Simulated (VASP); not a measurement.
# BAs (P6_3/mmc) in VASP: settings compared

Aim: see how the results for BAs move with the level of theory and the settings. Levels: PBE, r2SCAN, HSE06. Tasks: single point.

Everything below comes from runs of VASP 6.6.1. Logs are shortened: lines on timing, memory, paths and dates and some standing lists are left out, and cuts for length are marked.

## Step 1: The cell of the first run

Symmetry: P6_3/mmc, No. 194, hexagonal system. Conventional cell: a = 3.324 Å, b = 3.324 Å, c = 8.637 Å, α = 90.00°, β = 90.00°, γ = 120.00°. Within 2.5 Å of B (site symmetry -6m2) lie 3 As at 1.92 Å. Within 2.5 Å of As (site symmetry -6m2) lie 3 B at 1.92 Å.

## Step 2: Single point, PBE (strain -1.2%)

The input, INCAR:

```
SYSTEM = BAs
PREC = Accurate
ENCUT = 520
EDIFF = 1E-6
ISMEAR = -1
SIGMA = 0.02
LREAL = .FALSE.
LASPH = .TRUE.
NELM = 80
ALGO = Normal
ISIF = 2
LWAVE = .FALSE.
LCHARG = .FALSE.
GGA = PE
NBANDS = 16
```

The input, KPOINTS:

```
Automatic mesh
0
G
  12 12 4
  0 0 0
```

The input, POSCAR:

```
BAs
1.0
    3.3244573618      0.0000000000      0.0000000000
   -1.6622286809      2.8790645291      0.0000000000
    0.0000000000      0.0000000000      8.6370288605
B As
2 2
Direct
    0.3333333333      0.6666666667      0.2500000000
    0.6666666667      0.3333333333      0.7500000000
    0.6666666667      0.3333333333      0.2500000000
    0.3333333333      0.6666666667      0.7500000000
```

Potentials or basis: VASP PAW PBE potentials, release 64 (B, As).

The run is started by

```bash
> cat potpaw_PBE.64/B/POTCAR potpaw_PBE.64/As/POTCAR > POTCAR
> mpirun -np 1 vasp_std > vasp.out
```

OUTCAR:

```text
SYSTEM = BAs
   PREC = Accurate
   ENCUT = 520
   EDIFF = 1E-6
   ISMEAR = -1
   LREAL = .FALSE.
   LASPH = .TRUE.
   NELM = 80
   ISIF = 2
   GGA = PE

 ion  position               nearest neighbor table
   1  0.333  0.667  0.250-   3 1.92   3 1.92   3 1.92
   2  0.667  0.333  0.750-   4 1.92   4 1.92   4 1.92
   3  0.667  0.333  0.250-   1 1.92   1 1.92   1 1.92
   4  0.333  0.667  0.750-   2 1.92   2 1.92   2 1.92

  LATTYP: Found a hexagonal cell.
 ALAT       =     3.3244573618
 C/A-ratio  =     2.5980266614

  Lattice vectors:

 A1 = (   3.3244573618,   0.0000000000,   0.0000000000)
 A2 = (  -1.6622286809,   2.8790645291,   0.0000000000)
 A3 = (   0.0000000000,   0.0000000000,   8.6370288605)

Analysis of symmetry for initial positions (statically):
=====================================================================
 Subroutine PRICEL returns:
 Original cell was already a primitive cell.

 Routine SETGRP: Setting up the symmetry group for a
 hexagonal supercell.

 Subroutine GETGRP returns: Found 24 space group operations
 (whereof 12 operations were pure point group operations)
 out of a pool of 24 trial point group operations.

The static configuration has the point symmetry D_3d.
 The point group associated with its full space group is D_6h.

Analysis of symmetry for dynamics (positions and initial velocities):
=====================================================================
 Subroutine PRICEL returns:
 Original cell was already a primitive cell.

 Routine SETGRP: Setting up the symmetry group for a
 hexagonal supercell.

 Subroutine GETGRP returns: Found 24 space group operations
 (whereof 12 operations were pure point group operations)
 out of a pool of 24 trial point group operations.

The dynamic configuration has the point symmetry D_3d.
 The point group associated with its full space group is D_6h.

 Subroutine INISYM returns: Found 24 space group operations
 (whereof 12 operations are pure point group operations),
 and found     1 'primitive' translations

----------------------------------------------------------------------------------------

                                     Primitive cell

  volume of cell :      82.6678

  direct lattice vectors                    reciprocal lattice vectors
     3.324457362  0.000000000  0.000000000     0.300800970  0.173667521  0.000000000
[... 81 lines left out ...]
   PREC   = accura    normal or accurate (medium, high low for compatibility)
   ISTART =      0    job   : 0-new  1-cont  2-samecut
   ICHARG =      2    charge: 1-file 2-atom 10-const
   ISPIN  =      1    spin polarized calculation?
   LNONCOLLINEAR =      F non collinear calculations
   LSORBIT =      F    spin-orbit coupling
   LASPH  =      T    aspherical Exc in radial PAW
   ENCUT  =  520.0 eV  38.22 Ry    6.18 a.u.   6.18  6.18 16.06*2*pi/ulx,y,z
   NELM   =     80;   NELMIN=  2; NELMDL= -5     # of ELM steps
   EDIFF  = 0.1E-05   stopping-criterion for ELM
   LREAL  =      F    real-space projection
   EDIFFG = 0.1E-04   stopping-criterion for IOM
   NSW    =      0    number of steps for IOM
   IBRION =     -1    ionic relax: 0-MD 1-quasi-New 2-CG
   NFREE  =      0    steps in history (QN), initial steepest desc. (CG)
   ISIF   =      2    stress and relaxation
   ISYM   =      2    0-nonsym 1-usesym 2-fastsym
   POTIM  = 0.5000    time-step for ionic-motion
   TEBEG  =    0.0;   TEEND  =   0.0 temperature during run
   PSTRESS=    0.0 pullay stress
   NELECT =      16.0000    total number of electrons
   NUPDOWN=      -1.0000    fix difference up-down
   EMIN   =  10.00;   EMAX   =-10.00  energy-range for DOS
   EFERMI =   0.00;   METHOD = LEGACY
   ISMEAR =    -1;   SIGMA  =   0.02  broadening in eV -4-tet -1-fermi 0-gaus
   EFERMI_NEDOS =   21; number of points for ismear=-14 and -15
   IALGO  =     38    algorithm
   IMIX   =      4    mixing-type and parameters
     AMIX     =   0.40;   BMIX     =  1.00
     AMIX_MAG =   1.60;   BMIX_MAG =  1.00
  volume/ion in A,a.u.               =      20.67       139.47
  Fermi-wavevector in a.u.,A,eV,Ry     =   0.946969  1.789513 12.201041  0.896751
  Thomas-Fermi vector in A             =   2.075018
   LORBIT       =      0    0 simple, 1 ext, 2 COOP (PROOUT), +10 PAW based schemes
   GGA     = PE    functional components
[... 5 lines left out ...]
 non-spin polarized calculation
  energy-cutoff  :      520.00
  volume of cell :       82.67
 maximum number of plane-waves:      2246
 NGX is ok and might be reduce to    28
   NGX = 13   NGY = 13   NGZ = 33

 number of electron      16.0000000 magnetization

 Free energy of the ion-electron system (eV)
  ---------------------------------------------------
  ext. energy  EPLUGINS =         0.00000000
  ---------------------------------------------------
  free energy    TOTEN  =       -21.18800414 eV

  energy without entropy =      -21.18800414  energy(sigma->0) =      -21.18800414

 E-fermi :   2.4563     XC(G=0):  -8.2959

 val. band max:        2.1111123770   @ k =   0.3333   0.3333   0.5000
 cond. band min:       2.7994027785   @ k =   0.3333   0.3333   0.5000
 fundamental gap:      0.6882904015
 Fermi energy:         2.4562756739

 k-point     1 :       0.0000    0.0000    0.0000
  band No.  band energies     occupation
      1     -12.0270      2.00000
      2     -11.9129      2.00000
      3      -2.6007      2.00000
      4      -1.3797      2.00000
      5       0.6317      2.00000
      6       0.6317      2.00000
[... 433 lines left out ...]
      3      -4.5335      2.00000
      4      -4.4797      2.00000
      5      -1.1437      2.00000
      6      -1.1112      2.00000
[... 8 lines left out ...]
     15      11.4111      0.00000
     16      12.1197      0.00000

 [... further k-points ...]
[... 5 lines left out ...]
  --------------------------------------------------------------------------------------
  -------------------------------------------------------------------------------------
  Total        4.1483668      4.1483668      0.4093408      0.0000000      0.0000000      0.0000000
  in kB       80.3991012     80.3991012      7.9333955      0.0000000      0.0000000      0.0000000
  external PRESSURE =      56.2438660 kB  Pullay stress =       0.0000000 kB

 VOLUME and BASIS-vectors are now :
 -----------------------------------------------------------------------------
  energy-cutoff  :      520.00
  volume of cell :       82.67
      direct lattice vectors                 reciprocal lattice vectors
     3.324457362  0.000000000  0.000000000     0.300800970  0.173667521  0.000000000
    -1.662228681  2.879064529  0.000000000     0.000000000  0.347335042  0.000000000
     0.000000000  0.000000000  8.637028860     0.000000000  0.000000000  0.115780556

 POSITION                                       TOTAL-FORCE (eV/Angst)
 -----------------------------------------------------------------------------------
     -0.00000      1.91938      2.15926         0.000000     -0.000000      0.000000
      1.66223      0.95969      6.47777        -0.000000      0.000000      0.000000
      1.66223      0.95969      2.15926         0.000000      0.000000      0.000000
     -0.00000      1.91938      6.47777        -0.000000     -0.000000      0.000000
 -----------------------------------------------------------------------------------
    total drift:                                0.000000     -0.000000      0.000000

  FREE ENERGIE OF THE ION-ELECTRON SYSTEM (eV)
  ---------------------------------------------------
  free  energy   TOTEN  =       -21.1880041442 eV

  energy  without entropy=      -21.1880041439  energy(sigma->0) =      -21.18800414
```

OSZICAR:

```text
N       E                     dE             d eps       ncg     rms          rms(c)
DAV:   1     0.538969895283E+02    0.53897E+02   -0.62357E+03  1824   0.825E+02
DAV:   2    -0.188814738674E+02   -0.72778E+02   -0.65747E+02  2560   0.144E+02
DAV:   3    -0.227687491341E+02   -0.38873E+01   -0.38655E+01  2384   0.356E+01
DAV:   4    -0.228049302450E+02   -0.36181E-01   -0.36153E-01  2312   0.390E+00
DAV:   5    -0.228054790434E+02   -0.54880E-03   -0.54848E-03  2392   0.453E-01    0.754E+00
DAV:   6    -0.213553794374E+02    0.14501E+01   -0.20295E+00  2288   0.828E+00    0.370E+00
DAV:   7    -0.212217727416E+02    0.13361E+00   -0.37465E-01  2472   0.315E+00    0.167E+00
DAV:   8    -0.211849867063E+02    0.36786E-01   -0.89135E-02  2400   0.146E+00    0.327E-01
DAV:   9    -0.211866163060E+02   -0.16296E-02   -0.35474E-03  2216   0.325E-01    0.175E-01
DAV:  10    -0.211878976560E+02   -0.12814E-02   -0.14907E-03  1936   0.199E-01    0.544E-02
DAV:  11    -0.211879737059E+02   -0.76050E-04   -0.75612E-05  2408   0.520E-02    0.368E-02
DAV:  12    -0.211880039986E+02   -0.30293E-04   -0.65391E-05  1944   0.423E-02    0.785E-03
DAV:  13    -0.211880041442E+02   -0.14567E-06   -0.37942E-06  2496   0.125E-02
   1 F= -.21188004E+02 E0= -.21188004E+02  d E =-.358816E-09
```

stdout:

```text
POSCAR found type information on POSCAR B As
 POSCAR found :  2 types and       4 ions
 scaLAPACK will be used
 LDA part: xc-table for (Slater+PW92), standard interpolation
 POSCAR, INCAR and KPOINTS ok, starting setup
 FFT: planning ... GRIDC
 FFT: planning ... GRID_SOFT
 FFT: planning ... GRID
 WAVECAR not read
 entering main loop
```

It took 42 s on 1 thread of Intel Xeon 6975P-C (Granite Rapids), shared host; peak memory 0.24 GiB.

Results:

```
Free energy            : -21.1880 eV
Pressure               : 5.6 GPa
Band gap on the k mesh : 0.69 eV, direct
```

Caveat: the cell differs from its parent crystal (strain -1.2%); this functional lacks dispersion, which binds the layers, so the pressure and a relaxed spacing across them are unreliable. A k mesh can miss the band edges.

(Part 1 of 3 ends here.)
